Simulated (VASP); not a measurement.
# HfN (Fm-3m) in VASP: a series of runs

The runs below take HfN through elastic constants, with PBEsol.

All numbers are computed with VASP 6.6.1; they aren't measurements. Logs are shortened: lines on timing, memory, paths and dates and some standing lists are left out, and cuts for length are marked.

## Step 1: The cell of the first run

It takes space group Fm-3m (No. 225, cubic). Conventional cell: a = 4.453 Å, b = 4.453 Å, c = 4.453 Å, α = 90.00°, β = 90.00°, γ = 90.00°. Within 2.9 Å of Hf (site symmetry m-3m) lie 6 N at 2.23 Å. Within 2.9 Å of N (site symmetry m-3m) lie 6 Hf at 2.23 Å.

## Step 2: Elastic constants, PBEsol

INCAR

```
  ALGO = Normal
  EDIFF = 1E-8
  ENCUT = 600
  GGA = PS
  IBRION = 6
  ISIF = 3
  ISMEAR = -1
  LASPH = True
  LCHARG = False
  LREAL = False
  LWAVE = False
  NBANDS = 14
  NELM = 80
  NFREE = 2
  NSW = 1
  POTIM = 0.015
  PREC = Accurate
  SIGMA = 0.05
```

KPOINTS

```
k-points
0
Gamma
  18 18 18
```

POSCAR

```
HfN
1.0
    0.0000000000      2.2263048894      2.2263048894
    2.2263048894      0.0000000000      2.2263048894
    2.2263048894      2.2263048894      0.0000000000
Hf N
1 1
Direct
    0.0000000000      0.0000000000      0.0000000000
    0.5000000000      0.5000000000      0.5000000000
```

Potentials or basis: VASP PAW PBE potentials, release 64 (Hf_pv, N).

Command:

```console
$ cat potpaw_PBE.64/Hf_pv/POTCAR potpaw_PBE.64/N/POTCAR > POTCAR
$ mpirun -np 1 vasp_std > vasp.out
```

OUTCAR:

```text
EDIFF = 1E-8
   ENCUT = 600
   GGA = PS
   IBRION = 6
   ISIF = 3
   ISMEAR = -1
   LASPH = True
   LREAL = False
   NELM = 80
   NFREE = 2
   NSW = 1
   POTIM = 0.015
   PREC = Accurate

 ion  position               nearest neighbor table
   1  0.000  0.000  0.000-   2 2.23   2 2.23   2 2.23   2 2.23   2 2.23   2 2.23
   2  0.500  0.500  0.500-   1 2.23   1 2.23   1 2.23   1 2.23   1 2.23   1 2.23

  LATTYP: Found a face centered cubic cell.
 ALAT       =     4.4526097788

  Lattice vectors:

 A1 = (   0.0000000000,   2.2263048894,   2.2263048894)
 A2 = (   2.2263048894,   0.0000000000,   2.2263048894)
 A3 = (   2.2263048894,   2.2263048894,   0.0000000000)

Analysis of symmetry for initial positions (statically):
=====================================================================
 Subroutine PRICEL returns:
 Original cell was already a primitive cell.

 Routine SETGRP: Setting up the symmetry group for a
 face centered cubic supercell.

 Subroutine GETGRP returns: Found 48 space group operations
 (whereof 48 operations were pure point group operations)
 out of a pool of 48 trial point group operations.

The static configuration has the point symmetry O_h .

Analysis of symmetry for dynamics (positions and initial velocities):
=====================================================================
 Subroutine PRICEL returns:
 Original cell was already a primitive cell.

 Routine SETGRP: Setting up the symmetry group for a
 face centered cubic supercell.

 Subroutine GETGRP returns: Found 48 space group operations
 (whereof 48 operations were pure point group operations)
 out of a pool of 48 trial point group operations.

The dynamic configuration has the point symmetry O_h .

 Subroutine INISYM returns: Found 48 space group operations
 (whereof 48 operations are pure point group operations),
 and found     1 'primitive' translations

----------------------------------------------------------------------------------------

                                     Primitive cell

  volume of cell :      22.0691

  direct lattice vectors                    reciprocal lattice vectors
     0.000000000  2.226304889  2.226304889    -0.224587388  0.224587388  0.224587388
     2.226304889  0.000000000  2.226304889     0.224587388 -0.224587388  0.224587388
     2.226304889  2.226304889  0.000000000     0.224587388  0.224587388 -0.224587388

  length of vectors
     3.148470569  3.148470569  3.148470569     0.388996767  0.388996767  0.388996767

  position of ions in fractional coordinates (direct lattice)
     0.000000000  0.000000000  0.000000000
     0.500000000  0.500000000  0.500000000

  ion indices of the primitive-cell ions
   primitive index   ion index
                 1           1
                 2           2

----------------------------------------------------------------------------------------

 KPOINTS: k-points

Automatic generation of k-mesh.
 Grid dimensions read from file:
 generate k-points for:   18   18   18

 Generating k-lattice:

  Cartesian coordinates                     Fractional coordinates (reciprocal lattice)
    -0.012477077  0.012477077  0.012477077     0.055555556  0.000000000  0.000000000
     0.012477077 -0.012477077  0.012477077     0.000000000  0.055555556  0.000000000
     0.012477077  0.012477077 -0.012477077     0.000000000  0.000000000  0.055555556

  Length of vectors
[... 111 lines left out ...]
  -------------------------------------------------------------------------------------
  Total        1.0591559      1.0591559      1.0591559      0.0000000     -0.0000000      0.0000000
  in kB       76.8929528     76.8929528     76.8929528      0.0000000     -0.0000000      0.0000000
  external PRESSURE =      76.8929528 kB  Pullay stress =       0.0000000 kB
[... 89 lines left out ...]
  FREE ENERGIE OF THE ION-ELECTRON SYSTEM (eV)
  ---------------------------------------------------
  free  energy   TOTEN  =       -22.9554834238 eV

  energy  without entropy=      -22.9506839168  energy(sigma->0) =      -22.95308367

[... ionic steps 4 to 14 ...]

--------------------------------------- Ionic step       15  -------------------------------------------

 number of electron      15.0000000 magnetization

------------------------ aborting loop because EDIFF is reached ----------------------------------------
[... 67 lines left out ...]
--------------------------------------- Ionic step       17  -------------------------------------------

 number of electron      15.0000000 magnetization

 Free energy of the ion-electron system (eV)
  ---------------------------------------------------
  ext. energy  EPLUGINS =         0.00000000
  ---------------------------------------------------
  free energy    TOTEN  =       -22.98152707 eV

  energy without entropy =      -22.97653362  energy(sigma->0) =      -22.97903034

 E-fermi :   8.5783     XC(G=0): -13.1241

 val. band max:        8.5571386290   @ k =   0.2222   0.1111   0.4444
 cond. band min:       8.5847424838   @ k =   0.0000  -0.1111   0.0556
 fundamental gap:      0.0276038548
 Fermi energy:         8.5783439081

 k-point     1 :       0.0000    0.0000    0.0000
  band No.  band energies     occupation
      1     -22.2942      2.00000
      2     -22.2938      2.00000
      3     -22.2938      2.00000
      4      -9.1071      2.00000
      5       5.5544      2.00000
      6       5.5544      2.00000
      7       5.5551      2.00000
      8       8.1937      1.99909
      9       8.1983      1.99900
     10       8.1983      1.99900
     11      10.6427      0.00000
     12      10.6480      0.00000
     13      10.8342      0.00000
     14      18.2358      0.00000
[... 377 lines left out ...]
      1     -22.8662      2.00000
      2     -22.3804      2.00000
      3     -22.3268      2.00000
      4      -7.7818      2.00000
      5       2.0711      2.00000
      6       3.3161      2.00000
      7       3.7203      2.00000
      8       9.0291      0.00024
      9       9.5750      0.00000
     10      10.5006      0.00000
     11      12.8999      0.00000
     12      14.1896      0.00000
     13      14.6709      0.00000
     14      21.0458      0.00000

 [... further k-points ...]

------------------------ aborting loop because EDIFF is reached ----------------------------------------

  FORCE on cell =-STRESS in cart. coord.  units (eV):
  Direction    XX          YY          ZZ          XY          YZ          ZX
  --------------------------------------------------------------------------------------
  -------------------------------------------------------------------------------------
  Total        1.0730728      1.0593245      1.0593245     -0.0000000      0.0000000      0.0000000
  in kB       77.9032989     76.9051974     76.9051974     -0.0000000      0.0000000      0.0000000
  external PRESSURE =      77.2378979 kB  Pullay stress =       0.0000000 kB
[... 17 lines left out ...]
  FREE ENERGIE OF THE ION-ELECTRON SYSTEM (eV)
  ---------------------------------------------------
  free  energy   TOTEN  =       -22.9815270670 eV

  energy  without entropy=      -22.9765336175  energy(sigma->0) =      -22.97903034

 INTERNAL STRAIN TENSORS FROM STRAINED CELLS
 ============================================

 INTERNAL STRAIN TENSOR FOR ION    1 for displacements in x,y,z  (eV/Angst):
          X           Y           Z          XY          YZ          ZX
  --------------------------------------------------------------------------------
  x    -0.00000     0.00000    -0.00000    -0.00000     0.00000    -0.00000
  y     0.00000     0.00000    -0.00000     0.00000    -0.00000    -0.00000
  z     0.00000    -0.00000    -0.00000    -0.00000    -0.00000     0.00000

 INTERNAL STRAIN TENSORS FROM DISPLACED ATOMS
 ============================================

 INTERNAL STRAIN TENSOR FOR ION    1 for displacements in x,y,z  (eV/Angst):
          X           Y           Z          XY          YZ          ZX
  --------------------------------------------------------------------------------
  x     0.00000     0.00000     0.00000     0.00000     0.00000     0.00000
  y     0.00000     0.00000     0.00000     0.00000     0.00000     0.00000
  z     0.00000     0.00000     0.00000     0.00000     0.00000     0.00000

 INTERNAL STRAIN TENSOR FOR ION    2 for displacements in x,y,z  (eV/Angst):
          X           Y           Z          XY          YZ          ZX
  --------------------------------------------------------------------------------
  x     0.00000     0.00000     0.00000     0.00000     0.00000     0.00000
  y     0.00000     0.00000     0.00000     0.00000     0.00000     0.00000
  z     0.00000     0.00000     0.00000     0.00000     0.00000     0.00000

 Eigenvectors and eigenvalues of the dynamical matrix
 ----------------------------------------------------

   1 f  =   16.051540 THz   100.854800 2PiTHz  535.421742 cm-1    66.383806 meV
             X         Y         Z           dx          dy          dz
      0.000000  0.000000  0.000000     0.269688   -0.000000    0.000000
      2.226305  2.226305  2.226305    -0.962948   -0.000000    0.000000
[... 21 lines left out ...]
   6 f/i=    0.000137 THz     0.000858 2PiTHz    0.004556 cm-1     0.000565 meV
             X         Y         Z           dx          dy          dz
      0.000000  0.000000  0.000000     0.180004    0.110288    0.939523
      2.226305  2.226305  2.226305     0.050413    0.030888    0.263127

--------------------------------------------------------------------------------------------------------

 ELASTIC MODULI CONTR FROM IONIC RELAXATION (kBar)
 Direction    XX          YY          ZZ          XY          YZ          ZX
 --------------------------------------------------------------------------------
 XX           0.0000      0.0000      0.0000      0.0000      0.0000      0.0000
 YY           0.0000      0.0000      0.0000      0.0000      0.0000      0.0000
 ZZ           0.0000      0.0000      0.0000      0.0000      0.0000      0.0000
 XY           0.0000      0.0000      0.0000      0.0000      0.0000      0.0000
 YZ           0.0000      0.0000      0.0000      0.0000      0.0000      0.0000
 ZX           0.0000      0.0000      0.0000      0.0000      0.0000      0.0000
 --------------------------------------------------------------------------------

 TOTAL ELASTIC MODULI (kBar)
 Direction    XX          YY          ZZ          XY          YZ          ZX
 --------------------------------------------------------------------------------
 XX        7078.0960   1228.2690   1228.2690      0.0000     -0.0000      0.0000
 YY        1228.2690   7078.0960   1228.2690     -0.0000      0.0000      0.0000
 ZZ        1228.2690   1228.2690   7078.0960     -0.0000      0.0000     -0.0000
 XY           0.0000     -0.0000     -0.0000   1285.2947      0.0000      0.0000
 YZ          -0.0000      0.0000      0.0000      0.0000   1285.2947      0.0000
 ZX           0.0000      0.0000     -0.0000      0.0000      0.0000   1285.2947
 --------------------------------------------------------------------------------
```

It took 30 min on 1 thread of AMD EPYC 9R45 (Zen 5), shared host; peak memory 0.97 GiB.

What came out:

```
Elastic constants C11, C12, C44 : 708, 123, 129 GPa
Voigt bulk modulus              : 318 GPa
Highest phonon frequency at Γ   : 535 cm⁻¹
```

Phonon frequencies in cm⁻¹ (negative: imaginary):
```tsv
q point	frequencies
(0.000, 0.000, 0.000)	0 0 0 535 535 535
```

Elastic tensor in Voigt notation (GPa, in the Cartesian axes of the cell as first typed):
```
708 123 123   0   0   0
123 708 123   0   0   0
123 123 708   0   0   0
  0   0   0 129   0   0
  0   0   0   0 129   0
  0   0   0   0   0 129
```

Clamped-ion elastic tensor (GPa):
```
708 123 123   0   0   0
123 708 123   0   0   0
123 123 708   0   0   0
  0   0   0 129   0   0
  0   0   0   0 129   0
  0   0   0   0   0 129
```

Caveat: the cell is under stress, which shifts elastic constants; the PAW data sets were made with another functional, which shifts forces and pressure a little; spin-orbit coupling is left out, which moves the levels of the heavy elements.

## Step 3: Elastic constants, PBEsol

This run uses another cell than the first one, of 11.25 Å³/atom.

INCAR

```
SYSTEM = HfN
PREC = Accurate
ENCUT = 600
EDIFF = 1E-8
ISMEAR = -1
SIGMA = 0.05
LREAL = .False.
LASPH = .True.
NELM = 60
ALGO = Normal
ISIF = 3
LWAVE = .False.
LCHARG = .False.
GGA = PS
IBRION = 6
NFREE = 2
POTIM = 0.015
NSW = 1
```

KPOINTS

```
regular mesh
0
Gamma
  18 18 18
  0 0 0
```

POSCAR

```
HfN
1.0
    0.0000000000      2.2405689602      2.2405689602
    2.2405689602      0.0000000000      2.2405689602
    2.2405689602      2.2405689602      0.0000000000
Hf N
1 1
Direct
    0.0000000000      0.0000000000      0.0000000000
    0.5000000000      0.5000000000      0.5000000000
```

Potentials or basis: VASP PAW PBE potentials, release 64 (Hf_pv, N).

Command:

```console
$ cat potpaw_PBE.64/Hf_pv/POTCAR potpaw_PBE.64/N/POTCAR > POTCAR
$ mpirun -np 1 vasp_std > vasp.out
```

It took 24 min on 1 thread of Intel Xeon 6975P-C (Granite Rapids), shared host; peak memory 0.93 GiB.

Results (log left out):

| Quantity | Value |
| --- | --- |
| Elastic constants C11, C12, C44 | 654, 120, 126 GPa |
| Voigt bulk modulus | 298 GPa |
| Highest phonon frequency at Γ | 516 cm⁻¹ |

Phonon frequencies in cm⁻¹ (negative: imaginary):
| q point | frequencies |
| --- | --- |
| (0.000, 0.000, 0.000) | 0 0 0 516 516 516 |

Elastic tensor in Voigt notation (GPa, in the Cartesian axes of the cell as first typed):
```
654 120 120   0   0   0
120 654 120   0   0   0
120 120 654   0   0   0
  0   0   0 126   0   0
  0   0   0   0 126   0
  0   0   0   0   0 126
```

Clamped-ion elastic tensor (GPa):
```
654 120 120   0   0   0
120 654 120   0   0   0
120 120 654   0   0   0
  0   0   0 126   0   0
  0   0   0   0 126   0
  0   0   0   0   0 126
```

Caveat: the cell is under stress, which shifts elastic constants; the PAW data sets were made with another functional, which shifts forces and pressure a little; spin-orbit coupling is left out, which moves the levels of the heavy elements.
